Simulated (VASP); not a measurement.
# SnO (P4/nmm) in VASP: notebook

The runs below take SnO through single point, with PBE+D3(BJ).

All numbers are computed with VASP 6.6.1; they aren't measurements. Logs are shortened: lines on timing, memory, paths and dates and some standing lists are left out, and cuts for length are marked.

### Step 1. The cell of the first run

Symmetry: P4/nmm, No. 129, tetragonal system. The conventional cell has a = 3.773 Å, b = 3.773 Å, c = 4.479 Å, α = 90.00°, β = 90.00°, γ = 90.00°. Within 2.9 Å of Sn (site symmetry 4mm) lie 4 O at 2.22 Å. O (site symmetry -4m2) has 4 Sn at 2.22 Å and 4 O at 2.67 Å within 2.9 Å.

### Step 2. Single point, PBE+D3(BJ) (15.94 Å³/atom)

Contents of INCAR:

```
SYSTEM = SnO
PREC     = Accurate       ! precision mode
ENCUT    = 520            ! plane-wave cutoff, eV
EDIFF    = 1E-6           ! SCF threshold, eV
ISMEAR   = 0              ! smearing method
SIGMA    = 0.1            ! smearing width, eV
LREAL    = .False.        ! projectors in reciprocal space
LASPH    = .True.         ! aspherical terms in the spheres
NELM     = 100            ! most SCF steps
ALGO     = Normal         ! electronic algorithm
ISIF     = 2              ! what is computed and relaxed
LWAVE    = .False.        ! write WAVECAR
LCHARG   = .False.        ! write CHGCAR
GGA      = PE             ! functional
IVDW     = 12             ! dispersion correction
NBANDS   = 28             ! bands
```

Contents of KPOINTS:

```
regular mesh
0
Gamma
  12 12 10
  0 0 0
```

Contents of POSCAR:

```
SnO
1.0
    3.7727336113      0.0000000000      0.0000000000
    0.0000000000      3.7727336113      0.0000000000
    0.0000000000      0.0000000000      4.4788734289
Sn O
2 2
Direct
    0.5000000000      0.0000000000      0.2599774327
    0.0000000000      0.5000000000      0.7400225673
    0.0000000000      0.0000000000      0.0000000000
    0.5000000000      0.5000000000      0.0000000000
```

Potentials or basis: VASP PAW PBE potentials, release 64 (Sn_d, O).

Run with:

```
> cat potpaw_PBE.64/Sn_d/POTCAR potpaw_PBE.64/O/POTCAR > POTCAR
> mpirun -np 1 vasp_std > vasp.out
```

OUTCAR:

```text
SYSTEM = SnO
   PREC = Accurate
   ENCUT = 520
   EDIFF = 1E-6
   ISMEAR = 0
   LREAL = .False.
   LASPH = .True.
   NELM = 100
   ISIF = 2
   GGA = PE
   IVDW = 12
 IVDW          = 12

 ion  position               nearest neighbor table
   1  0.500  0.000  0.260-   3 2.22   4 2.22   4 2.22   3 2.22   2 3.43   2 3.43   2 3.43   2 3.43
                             2 3.54   2 3.54   2 3.54   2 3.54
   2  0.000  0.500  0.740-   3 2.22   4 2.22   3 2.22   4 2.22   1 3.43   1 3.43   1 3.43   1 3.43
                             1 3.54   1 3.54   1 3.54   1 3.54
   3  0.000  0.000  0.000-   1 2.22   2 2.22   2 2.22   1 2.22
   4  0.500  0.500  0.000-   1 2.22   2 2.22   1 2.22   2 2.22

  LATTYP: Found a simple tetragonal cell.
 ALAT       =     3.7727336113
 C/A-ratio  =     1.1871692757

  Lattice vectors:

 A1 = (   3.7727336113,   0.0000000000,   0.0000000000)
 A2 = (   0.0000000000,   3.7727336113,   0.0000000000)
 A3 = (   0.0000000000,   0.0000000000,   4.4788734289)

Analysis of symmetry for initial positions (statically):
=====================================================================
 Subroutine PRICEL returns:
 Original cell was already a primitive cell.

 Routine SETGRP: Setting up the symmetry group for a
 simple tetragonal supercell.

 Subroutine GETGRP returns: Found 16 space group operations
 (whereof  8 operations were pure point group operations)
 out of a pool of 16 trial point group operations.

The static configuration has the point symmetry D_2d.
 The point group associated with its full space group is D_4h.

Analysis of symmetry for dynamics (positions and initial velocities):
=====================================================================
 Subroutine PRICEL returns:
 Original cell was already a primitive cell.

 Routine SETGRP: Setting up the symmetry group for a
 simple tetragonal supercell.

 Subroutine GETGRP returns: Found 16 space group operations
 (whereof  8 operations were pure point group operations)
 out of a pool of 16 trial point group operations.

The dynamic configuration has the point symmetry D_2d.
 The point group associated with its full space group is D_4h.

 Subroutine INISYM returns: Found 16 space group operations
 (whereof  8 operations are pure point group operations),
 and found     1 'primitive' translations

----------------------------------------------------------------------------------------

                                     Primitive cell

  volume of cell :      63.7501

  direct lattice vectors                    reciprocal lattice vectors
     3.772733611  0.000000000  0.000000000     0.265059796  0.000000000  0.000000000
     0.000000000  3.772733611  0.000000000     0.000000000  0.265059796  0.000000000
     0.000000000  0.000000000  4.478873429     0.000000000  0.000000000  0.223270431

  length of vectors
     3.772733611  3.772733611  4.478873429     0.265059796  0.265059796  0.223270431

  position of ions in fractional coordinates (direct lattice)
     0.500000000  0.000000000  0.259977433
     0.000000000  0.500000000  0.740022567
     0.000000000  0.000000000  0.000000000
     0.500000000  0.500000000  0.000000000

  ion indices of the primitive-cell ions
   primitive index   ion index
                 1           1
                 2           2
                 3           3
                 4           4

----------------------------------------------------------------------------------------

 KPOINTS: regular mesh

Automatic generation of k-mesh.
 Grid dimensions read from file:
 generate k-points for:   12   12   10

 Generating k-lattice:

  Cartesian coordinates                     Fractional coordinates (reciprocal lattice)
     0.022088316  0.000000000  0.000000000     0.083333333  0.000000000  0.000000000
     0.000000000  0.022088316  0.000000000     0.000000000  0.083333333  0.000000000
     0.000000000  0.000000000  0.022327043     0.000000000  0.000000000  0.100000000

  Length of vectors
     0.022088316  0.022088316  0.022327043

  Shift w.r.t. Gamma in fractional coordinates (k-lattice)
     0.000000000  0.000000000  0.000000000

 Subroutine IBZKPT returns following result:
 ===========================================

 Found    168 irreducible k-points:

 Following reciprocal coordinates:
            Coordinates               Weight
  0.000000  0.000000  0.000000      1.000000
  0.083333  0.000000  0.000000      4.000000
  0.166667  0.000000  0.000000      4.000000
  0.250000  0.000000  0.000000      4.000000
  0.333333  0.000000  0.000000      4.000000
  0.416667  0.000000  0.000000      4.000000
[... 16 lines left out ...]
  0.333333  0.333333  0.000000      4.000000
  0.416667  0.333333  0.000000      8.000000
 [... further k-points ...]
   k-points           NKPTS =    168   k-points in BZ     NKDIM =    168   number of bands    NBANDS=     28
   number of dos      NEDOS =    301   number of ions     NIONS =      4
   total plane-waves  NPLWV =  28224
   dimension x,y,z NGX =    28 NGY =   28 NGZ =   36
   dimension x,y,z NGXF=    56 NGYF=   56 NGZF=   72
   ions per type =               2   2
   NGX,Y,Z   is equivalent  to a cutoff of  12.34, 12.34, 13.36 a.u.
   NGXF,Y,Z  is equivalent  to a cutoff of  24.68, 24.68, 26.72 a.u.
 SYSTEM =  SnO
   PREC   = accura    normal or accurate (medium, high low for compatibility)
   ISTART =      0    job   : 0-new  1-cont  2-samecut
   ICHARG =      2    charge: 1-file 2-atom 10-const
   ISPIN  =      1    spin polarized calculation?
   LNONCOLLINEAR =      F non collinear calculations
   LSORBIT =      F    spin-orbit coupling
   LASPH  =      T    aspherical Exc in radial PAW
   ENCUT  =  520.0 eV  38.22 Ry    6.18 a.u.   7.01  7.01  8.33*2*pi/ulx,y,z
   NELM   =    100;   NELMIN=  2; NELMDL= -5     # of ELM steps
   EDIFF  = 0.1E-05   stopping-criterion for ELM
   LREAL  =      F    real-space projection
   EDIFFG = 0.1E-04   stopping-criterion for IOM
   NSW    =      0    number of steps for IOM
   IBRION =     -1    ionic relax: 0-MD 1-quasi-New 2-CG
   NFREE  =      0    steps in history (QN), initial steepest desc. (CG)
   ISIF   =      2    stress and relaxation
   ISYM   =      2    0-nonsym 1-usesym 2-fastsym
   POTIM  = 0.5000    time-step for ionic-motion
   TEBEG  =    0.0;   TEEND  =   0.0 temperature during run
   PSTRESS=    0.0 pullay stress
   NELECT =      40.0000    total number of electrons
   NUPDOWN=      -1.0000    fix difference up-down
   EMIN   =  10.00;   EMAX   =-10.00  energy-range for DOS
   EFERMI =   0.00;   METHOD = LEGACY
   ISMEAR =     0;   SIGMA  =   0.10  broadening in eV -4-tet -1-fermi 0-gaus
   EFERMI_NEDOS =   21; number of points for ismear=-14 and -15
   IALGO  =     38    algorithm
   IMIX   =      4    mixing-type and parameters
     AMIX     =   0.40;   BMIX     =  1.00
     AMIX_MAG =   1.60;   BMIX_MAG =  1.00
  volume/ion in A,a.u.               =      15.94       107.55
  Fermi-wavevector in a.u.,A,eV,Ry     =   1.401526  2.648500 26.725583  1.964275
  Thomas-Fermi vector in A             =   2.524378
   LORBIT       =      0    0 simple, 1 ext, 2 COOP (PROOUT), +10 PAW based schemes
   GGA     = PE    functional components
   LHFCALC =     F    Hartree Fock is set to
   AEXX    =    0.0000 exact exchange contribution
   IVDW    =    12    specifies the selected vdW correction
   LEPSILON=     F    determine dielectric tensor
   LRPA    =     F    only Hartree local field effects (RPA)
 non-spin polarized calculation
 Gauss-broadening in eV      SIGMA  =   0.10
  energy-cutoff  :      520.00
  volume of cell :       63.75
 maximum number of plane-waves:      1744
   NGX = 15   NGY = 15   NGZ = 17

 number of electron      40.0000002 magnetization

 Free energy of the ion-electron system (eV)
  ---------------------------------------------------
  ext. energy  EPLUGINS =         0.00000000
  ---------------------------------------------------
  free energy    TOTEN  =       -22.51440640 eV

  energy without entropy =      -22.51183811  energy(sigma->0) =      -22.51312225

 E-fermi :   8.2921     XC(G=0): -10.8192

 val. band max:        8.2319828069   @ k =   0.1667   0.0000   0.0000
 cond. band min:       8.2934271398   @ k =   0.4167   0.4167   0.1000
 fundamental gap:      0.0614443329
 Fermi energy:         8.2920705137

 k-point     1 :       0.0000    0.0000    0.0000
  band No.  band energies     occupation
      1     -13.8451      2.00000
      2     -13.4070      2.00000
      3     -13.4070      2.00000
      4     -13.3724      2.00000
      5     -13.3541      2.00000
      6     -13.3524      2.00000
[... 20 lines left out ...]
     27      14.8694      0.00000
     28      15.0502      0.00000

 k-point     2 :       0.0833    0.0000    0.0000
  band No.  band energies     occupation
      1     -13.8404      2.00000
      2     -13.4060      2.00000
      3     -13.4040      2.00000
      4     -13.3710      2.00000
      5     -13.3522      2.00000
      6     -13.3506      2.00000
[... 20 lines left out ...]
     27      14.9236      0.00000
     28      15.6573      0.00000

 k-point     3 :       0.1667    0.0000    0.0000
  band No.  band energies     occupation
      1     -13.8268      2.00000
      2     -13.4027      2.00000
      3     -13.3953      2.00000
      4     -13.3876      2.00000
      5     -13.3511      2.00000
      6     -13.3431      2.00000
[... 20 lines left out ...]
     27      15.0095      0.00000
     28      16.9843      0.00000

 k-point     4 :       0.2500    0.0000    0.0000
  band No.  band energies     occupation
      1     -13.8058      2.00000
      2     -13.4696      2.00000
      3     -13.3961      2.00000
      4     -13.3816      2.00000
      5     -13.3486      2.00000
      6     -13.3472      2.00000
[... 578 lines left out ...]
     27      16.7943      0.00000
     28      16.7943      0.00000

 k-point    23 :       0.3333    0.3333    0.0000
  band No.  band energies     occupation
      1     -13.7920      2.00000
      2     -13.7080      2.00000
      3     -13.3683      2.00000
      4     -13.3620      2.00000
      5     -13.3497      2.00000
      6     -13.3281      2.00000
[... 20 lines left out ...]
     27      16.2271      0.00000
     28      17.2636      0.00000

 k-point    24 :       0.4167    0.3333    0.0000
  band No.  band energies     occupation
      1     -13.7893      2.00000
      2     -13.7482      2.00000
      3     -13.3642      2.00000
      4     -13.3581      2.00000
      5     -13.3478      2.00000
      6     -13.3256      2.00000
[... 20 lines left out ...]
     27      16.4471      0.00000
     28      16.9928      0.00000

 [... further k-points ...]

------------------------ aborting loop because EDIFF is reached ----------------------------------------

 Edisp (eV)   -1.03446

 E8    (eV) :    -0.4484

  FORCE on cell =-STRESS in cart. coord.  units (eV):
  Direction    XX          YY          ZZ          XY          YZ          ZX
  --------------------------------------------------------------------------------------
  -------------------------------------------------------------------------------------
  Total       1.83042     1.83042     1.81596     0.00000     0.00000     0.00000
  in kB      46.00245    46.00245    45.63900     0.00000     0.00000     0.00000
  external pressure =       45.88 kB  Pullay stress =        0.00 kB

 VOLUME and BASIS-vectors are now :
 -----------------------------------------------------------------------------
  energy-cutoff  :      520.00
  volume of cell :       63.75
      direct lattice vectors                 reciprocal lattice vectors
     3.772733611  0.000000000  0.000000000     0.265059796  0.000000000  0.000000000
     0.000000000  3.772733611  0.000000000     0.000000000  0.265059796  0.000000000
     0.000000000  0.000000000  4.478873429     0.000000000  0.000000000  0.223270431

 POSITION                                       TOTAL-FORCE (eV/Angst)
 -----------------------------------------------------------------------------------
      1.88637      0.00000      1.16441         0.000000     -0.000000      0.077699
      0.00000      1.88637      3.31447        -0.000000     -0.000000     -0.077699
      0.00000      0.00000      0.00000        -0.000000     -0.000000      0.000000
      1.88637      1.88637      0.00000        -0.000000      0.000000      0.000000
 -----------------------------------------------------------------------------------
    total drift:                                0.000000      0.000000     -0.000000

  FREE ENERGIE OF THE ION-ELECTRON SYSTEM (eV)
  ---------------------------------------------------
  free  energy   TOTEN  =       -23.5488647638 eV

  energy  without entropy=      -23.5462964776  energy(sigma->0) =      -23.54758062
```

Run time: 1.7 min. Hardware: 1 thread of Intel Xeon 6975P-C (Granite Rapids), shared host; peak memory 0.36 GiB.

Results:

```
Free energy                : -23.5489 eV
Pressure                   : 4.6 GPa
Largest force              : 0.078 eV/Å
Band gap on the k mesh     : zero (bands 20 and 21 overlap by 0.60 eV)
Dispersion energy per atom : -0.259 eV
```

Forces in eV/Å, atoms in the order of the input:
```
Sn   0.000  0.000  0.078
Sn   0.000  0.000 -0.078
O    0.000  0.000  0.000
O    0.000  0.000  0.000
```

Levels at points of the mesh, in eV from the Fermi level:
```csv
k point,band 16,band 17,band 18,band 19,band 20,band 21,band 22,band 23,band 24,band 25
"(0.00, 0.00, 0.00)",-6.44,-3.56,-3.20,-3.20,0.07,2.63,4.22,4.22,5.54,6.38
"(0.50, 0.00, 0.00)",-5.09,-4.94,-4.94,-3.01,-3.01,3.70,3.70,5.75,5.75,6.86
"(0.50, 0.50, 0.00)",-5.17,-2.53,-2.53,-1.95,-1.95,-0.53,-0.53,4.65,4.65,8.32
"(0.00, 0.00, 0.50)",-3.69,-3.22,-3.22,-2.38,-2.22,1.86,2.33,2.33,3.37,7.95
"(0.50, 0.00, 0.50)",-5.72,-4.86,-4.86,-1.79,-1.79,3.09,3.09,5.04,5.04,7.16
"(0.50, 0.50, 0.50)",-5.98,-3.16,-3.16,-2.54,-2.54,2.14,2.14,4.90,4.90,5.92
```

Caveat: the cell stands under pressure; semilocal functionals underestimate gaps, so a narrow gap can read as zero; spin-orbit coupling is left out, which moves the levels of the heavy elements.

### Step 3. Single point, PBE+D3(BJ) (16.46 Å³/atom)

This run uses another cell than the first one, of 16.46 Å³/atom.

Contents of INCAR:

```
PREC = Accurate ; ENCUT = 520
EDIFF = 1E-6 ; ISMEAR = 0
SIGMA = 0.1 ; LREAL = F
LASPH = T ; NELM = 60
ALGO = Normal ; ISIF = 2
LWAVE = F ; LCHARG = T
GGA = PE ; IVDW = 12
LELF = T ; LVHAR = T
NBANDS = 28
```

Contents of KPOINTS:

```
Automatic mesh
0
Gamma
  12 12 10
```

Contents of POSCAR:

```
SnO
1.0
    3.7979654316      0.0000000000      0.0000000000
    0.0000000000      3.7979654316      0.0000000000
    0.0000000000      0.0000000000      4.5652600192
Sn O
2 2
Direct
    0.5000000000      0.0000000000      0.2543646068
    0.0000000000      0.5000000000      0.7456353932
    0.0000000000      0.0000000000      0.0000000000
    0.5000000000      0.5000000000      0.0000000000
```

Potentials or basis: VASP PAW PBE potentials, release 64 (Sn_d, O).

Run with:

```
> cat potpaw_PBE.64/Sn_d/POTCAR potpaw_PBE.64/O/POTCAR > POTCAR
> mpirun -np 1 vasp_std > vasp.out
```

Run time: 97 s. Hardware: 1 thread of Intel Xeon 6975P-C (Granite Rapids), shared host; peak memory 0.36 GiB.

The run converged. Its results:

```yaml
Free_energy: -23.5952 eV
Pressure: 2.8 GPa
Largest_force: 0.073 eV/Å
Band_gap_on_the_k_mesh: zero (bands 20 and 21 overlap by 0.39 eV)
Dispersion_energy_per_atom: -0.250 eV
```

Forces in eV/Å, atoms in the order of the input:
```
Sn   0.000  0.000  0.073
Sn   0.000  0.000 -0.073
O    0.000  0.000  0.000
O    0.000  0.000  0.000
```

Stress tensor (GPa, compression positive):
```
2.85 0.00 0.00
0.00 2.85 0.00
0.00 0.00 2.77
```

Levels at points of the mesh, in eV from the Fermi level:
```csv
k point,band 17,band 18,band 19,band 20,band 21,band 22,band 23,band 24
"(0.00, 0.00, 0.00)",-3.51,-3.18,-3.18,0.01,2.43,4.29,4.29,5.21
"(0.50, 0.00, 0.00)",-4.88,-4.88,-2.92,-2.92,3.52,3.52,5.73,5.73
"(0.50, 0.50, 0.00)",-2.52,-2.52,-1.94,-1.94,-0.38,-0.38,4.58,4.58
"(0.00, 0.00, 0.50)",-3.20,-3.20,-2.63,-2.19,1.77,2.47,2.47,3.40
"(0.50, 0.00, 0.50)",-4.81,-4.81,-1.78,-1.78,2.92,2.92,5.09,5.09
"(0.50, 0.50, 0.50)",-3.04,-3.04,-2.52,-2.52,2.17,2.17,4.64,4.64
```

Caveat: semilocal functionals underestimate gaps, so a narrow gap can read as zero; spin-orbit coupling is left out, which moves the levels of the heavy elements.
